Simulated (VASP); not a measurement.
Input of a VASP 6.6.1 run:

File INCAR:

```
GGA = PS
ISMEAR = 1
SIGMA = 0.05
LWAVE = False
LCHARG = False
NBANDS = 29
PREC = Accurate
LASPH = True
LREAL = False
ALGO = Normal
EDIFF = 1E-7
NELM = 120
GGA_COMPAT = False
ENCUT = 520
```

Contents of KPOINTS:

```
Automatic mesh
0
Gamma
  13 13 13
  0 0 0
```

Contents of KPOINTS_OPT:

```
path GXWKGLUWLK,UX
12
line-mode
reciprocal
 0.0000000000  0.0000000000  0.0000000000  G
 0.5000000000  0.0000000000  0.5000000000  X

 0.5000000000  0.0000000000  0.5000000000  X
 0.5000000000  0.2500000000  0.7500000000  W

 0.5000000000  0.2500000000  0.7500000000  W
 0.3750000000  0.3750000000  0.7500000000  K

 0.3750000000  0.3750000000  0.7500000000  K
 0.0000000000  0.0000000000  0.0000000000  G

 0.0000000000  0.0000000000  0.0000000000  G
 0.5000000000  0.5000000000  0.5000000000  L

 0.5000000000  0.5000000000  0.5000000000  L
 0.6250000000  0.2500000000  0.6250000000  U

 0.6250000000  0.2500000000  0.6250000000  U
 0.5000000000  0.2500000000  0.7500000000  W

 0.5000000000  0.2500000000  0.7500000000  W
 0.5000000000  0.5000000000  0.5000000000  L

 0.5000000000  0.5000000000  0.5000000000  L
 0.3750000000  0.3750000000  0.7500000000  K

 0.6250000000  0.2500000000  0.6250000000  U
 0.5000000000  0.0000000000  0.5000000000  X
```

The input POSCAR:

```
Ca
1.0
    0.0000000000      2.7942000000      2.7942000000
    2.7942000000      0.0000000000      2.7942000000
    2.7942000000      2.7942000000      0.0000000000
Ca
1
Direct
    0.0000000000      0.0000000000      0.0000000000
```

Potentials or basis: VASP PAW PBE potentials, release 64 (Ca_sv).

Run with:

```bash
$ cat potpaw_PBE.64/Ca_sv/POTCAR > POTCAR
$ mpirun -np 1 vasp_std > vasp.out
```

Estimate the band gap along the path.

zero within the smearing.

Estimate the pressure.

-1.2 GPa.

Levels at the corners of the path, in eV from the Fermi level:
| point | band 1 | band 2 | band 3 | band 4 | band 5 | band 6 | band 7 | band 8 | band 9 | band 10 |
| --- | --- | --- | --- | --- | --- | --- | --- | --- | --- | --- |
| Γ | -41.92 | -22.91 | -22.91 | -22.91 | -3.96 | 2.29 | 2.29 | 2.29 | 3.33 | 3.33 |
| X | -41.90 | -23.03 | -22.96 | -22.96 | -0.42 | 0.59 | 0.92 | 3.98 | 4.16 | 4.16 |
| X | -41.90 | -23.03 | -22.96 | -22.96 | -0.42 | 0.59 | 0.92 | 3.98 | 4.16 | 4.16 |
| W | -41.90 | -22.99 | -22.99 | -22.96 | 0.23 | 0.68 | 0.68 | 2.48 | 4.17 | 5.04 |
| W | -41.90 | -22.99 | -22.99 | -22.96 | 0.23 | 0.68 | 0.68 | 2.48 | 4.17 | 5.04 |
| K | -41.90 | -23.01 | -22.98 | -22.95 | 0.05 | 0.41 | 0.80 | 3.19 | 3.90 | 4.16 |
| K | -41.90 | -23.01 | -22.98 | -22.95 | 0.05 | 0.41 | 0.80 | 3.19 | 3.90 | 4.16 |
| Γ | -41.92 | -22.91 | -22.91 | -22.91 | -3.96 | 2.29 | 2.29 | 2.29 | 3.33 | 3.33 |
| Γ | -41.92 | -22.91 | -22.91 | -22.91 | -3.96 | 2.29 | 2.29 | 2.29 | 3.33 | 3.33 |
| L | -41.90 | -23.03 | -22.93 | -22.93 | -0.98 | -0.17 | 2.18 | 2.18 | 3.99 | 3.99 |
| L | -41.90 | -23.03 | -22.93 | -22.93 | -0.98 | -0.17 | 2.18 | 2.18 | 3.99 | 3.99 |
| U | -41.90 | -23.01 | -22.98 | -22.95 | 0.05 | 0.41 | 0.80 | 3.19 | 3.90 | 4.16 |
| U | -41.90 | -23.01 | -22.98 | -22.95 | 0.05 | 0.41 | 0.80 | 3.19 | 3.90 | 4.16 |
| W | -41.90 | -22.99 | -22.99 | -22.96 | 0.23 | 0.68 | 0.68 | 2.48 | 4.17 | 5.04 |
| W | -41.90 | -22.99 | -22.99 | -22.96 | 0.23 | 0.68 | 0.68 | 2.48 | 4.17 | 5.04 |
| L | -41.90 | -23.03 | -22.93 | -22.93 | -0.98 | -0.17 | 2.18 | 2.18 | 3.99 | 3.99 |
| L | -41.90 | -23.03 | -22.93 | -22.93 | -0.98 | -0.17 | 2.18 | 2.18 | 3.99 | 3.99 |
| K | -41.90 | -23.01 | -22.98 | -22.95 | 0.05 | 0.41 | 0.80 | 3.19 | 3.90 | 4.16 |
| U | -41.90 | -23.01 | -22.98 | -22.95 | 0.05 | 0.41 | 0.80 | 3.19 | 3.90 | 4.16 |
| X | -41.90 | -23.03 | -22.96 | -22.96 | -0.42 | 0.59 | 0.92 | 3.98 | 4.16 | 4.16 |

Caveat: the PAW data sets were made with another functional, which shifts forces and pressure a little.
